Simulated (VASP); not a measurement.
Wanted: the native input for a VASP 6.6.1 run.

```
Task                   : single point
Functional             : PBE
Potentials or basis    : VASP PAW PBE potentials, release 64 (Zn, Sn_d, S)
Cutoff                 : 520 eV
k mesh                 : 10 × 10 × 12
Occupations            : gaussian, width 0.1 eV
Spin                   : no spin polarisation
Dipole correction      : no
Further INCAR settings : ALGO = Normal; EDIFF = 1e-07; NBANDS = 27
```

The structure of ZnSnS2 lies in POSCAR:

```
ZnSnS2
1.0
    4.8317196654      0.0000000000      0.0000000000
    0.0000000000      4.8317196654      0.0000000000
    0.0000000000      0.0000000000      3.7337955800
Zn Sn S
1 1 2
Direct
    0.0000000000      0.0000000000      0.0000000000
    0.5000000000      0.5000000000      0.5000000000
    0.5000000000      0.0000000000      0.0000000000
    0.0000000000      0.5000000000      0.0000000000
```

One way to write it, as run:

INCAR

```
SYSTEM = ZnSnS2
PREC     = Accurate       ! precision mode
ENCUT    = 520            ! plane-wave cutoff, eV
EDIFF    = 1E-7           ! SCF threshold, eV
ISMEAR   = 0              ! smearing method
SIGMA    = 0.1            ! smearing width, eV
LREAL    = .False.        ! projectors in reciprocal space
LASPH    = .True.         ! aspherical terms in the spheres
NELM     = 60             ! most SCF steps
ALGO     = Normal         ! electronic algorithm
ISIF     = 2              ! what is computed and relaxed
LWAVE    = .False.        ! write WAVECAR
LCHARG   = .False.        ! write CHGCAR
GGA      = PE             ! functional
NBANDS   = 27             ! bands
```

KPOINTS

```
regular mesh
0
Gamma
  10 10 12
  0 0 0
```

Potentials or basis: VASP PAW PBE potentials, release 64 (Zn, Sn_d, S).

Run with:

```console
$ cat potpaw_PBE.64/Zn/POTCAR potpaw_PBE.64/Sn_d/POTCAR potpaw_PBE.64/S/POTCAR > POTCAR
$ mpirun -np 1 vasp_std > vasp.out
```

It gave:

```yaml
Pressure: 0.0 GPa
Band_gap_on_the_k_mesh: zero (bands 19 and 20 overlap by 1.19 eV)
```

Caveat: spin-orbit coupling is left out, which moves the levels of the heavy elements.

It used 200 s of CPU time on 1 thread of Intel(R) Xeon(R) Platinum 8488C (Sapphire Rapids) (shared host).
